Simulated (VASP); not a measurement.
## HfSiO4: relaxation of cell and atoms with PBE

HfSiO4:

```
CELL_PARAMETERS angstrom
-3.28625 3.28625 2.98160
3.28625 -3.28625 2.98160
3.28625 3.28625 -2.98160
ATOMIC_POSITIONS crystal
Hf 0.75000 0.25000 0.50000
Hf 0.00000 0.00000 0.00000
Si 0.25000 0.75000 0.50000
Si 0.50000 0.50000 0.00000
O 0.13530 0.31980 0.81550
O 0.06980 0.75430 0.68450
O 0.50430 0.31980 0.18450
O 0.06980 0.38530 0.31550
O 0.61470 0.93020 0.68450
O 0.68020 0.86470 0.18450
O 0.24570 0.93020 0.31550
O 0.68020 0.49570 0.81550
```

```json
{"Program": "VASP 6.6.1", "Task": "relaxation of cell and atoms", "Functional": "PBE", "Potentials or basis": "VASP PAW PBE potentials, release 64 (Hf_pv, Si, O)", "Cutoff": "600 eV", "k mesh": "4 × 4 × 4", "Occupations": "gaussian, width 0.1 eV", "Spin": "no spin polarisation", "Dipole correction": "no", "Further INCAR settings": "ALGO = Normal; EDIFF = 1e-06; IBRION = 2; EDIFFG = -0.04; NSW = 90; ISIF = 3"}
```

* Relaxed volume: 10.96 Å³/atom
* Relaxed cell: a = 5.560 Å, b = 5.560 Å, c = 5.560 Å, α = 106.97°, β = 106.97°, γ = 114.60°
* Space group after relaxing (to 0.1 Å): I4_1/amd (No. 141)
* Energy gained by relaxing: 4.9 meV/atom
* Ionic steps: 8
* Pressure after relaxing: 0.0 GPa
* Largest force after relaxing: 0.023 eV/Å
* Band gap on the k mesh: 5.34 eV (least direct gap 5.70 eV)

Forces on the atoms (eV/Å):
```
Hf   0.000  0.000  0.000
Hf   0.000  0.000  0.000
Si   0.000  0.000  0.000
Si   0.000  0.000  0.000
O    0.000  0.009 -0.021
O   -0.009  0.000 -0.021
O    0.000 -0.009 -0.021
O    0.009  0.000 -0.021
O    0.000 -0.009  0.021
O   -0.009  0.000  0.021
O    0.000  0.009  0.021
O    0.009  0.000  0.021
```

Stress tensor (GPa, compression positive):
```
 0.02  0.00  0.00
 0.00  0.02  0.00
 0.00  0.00 -0.09
```

The path:
| step | energy change (eV) | largest force (eV/Å) | pressure (GPa) | volume (Å³) |
| --- | --- | --- | --- | --- |
| 1 | 0.0000 | 0.5263 | 5.52 | 128.80 |
| 2 | 0.1524 | 1.1431 | -8.36 | 135.81 |
| 3 | -0.0567 | 0.1160 | 0.37 | 131.12 |
| 4 | -0.0567 | 0.1049 | 0.46 | 131.07 |
| 5 | -0.0582 | 0.0697 | -0.24 | 131.67 |
| 6 | -0.0585 | 0.0417 | -0.09 | 131.48 |
| 7 | -0.0585 | 0.0406 | -0.05 | 131.47 |
| 8 | -0.0590 | 0.0230 | -0.02 | 131.48 |

Final structure:
```
Hf Si O
1.0
    -3.30816    3.30816    3.00339
     3.30816   -3.30816    3.00339
     3.30816    3.30816   -3.00339
Hf Si O
2 2 8
Direct
  0.75000 0.25000 0.50000
  0.00000 0.00000 0.00000
  0.25000 0.75000 0.50000
  0.50000 0.50000 0.00000
  0.13375 0.31870 0.81504
  0.06870 0.75366 0.68496
  0.50366 0.31870 0.18496
  0.06870 0.38375 0.31504
  0.61625 0.93130 0.68496
  0.68130 0.86625 0.18496
  0.24634 0.93130 0.31504
  0.68130 0.49634 0.81504
```

Levels at points of the mesh, in eV from the valence-band top:
```tsv
k point	band 35	band 36	band 37	band 38	band 39	band 40	band 41	band 42
(0.00, 0.00, 0.00)	-0.59	-0.59	-0.54	0.00	5.70	6.01	6.01	6.11
(0.50, 0.00, 0.00)	-0.94	-0.80	-0.26	-0.20	5.59	5.74	6.46	6.63
(0.50, 0.50, 0.00)	-0.90	-0.90	-0.59	-0.59	5.35	5.35	6.42	6.42
(0.50, 0.50, 0.50)	-1.08	-1.08	-0.88	-0.88	6.17	6.17	6.46	6.46
```

Wall time 4.1 min on 1 thread of Intel(R) Xeon(R) 6975P-C (Granite Rapids), on a shared host, peak memory 0.38 GiB.

Caveat: spin-orbit coupling is left out, which moves the levels of the heavy elements. PBE usually gives volumes a little too large and moduli too small.
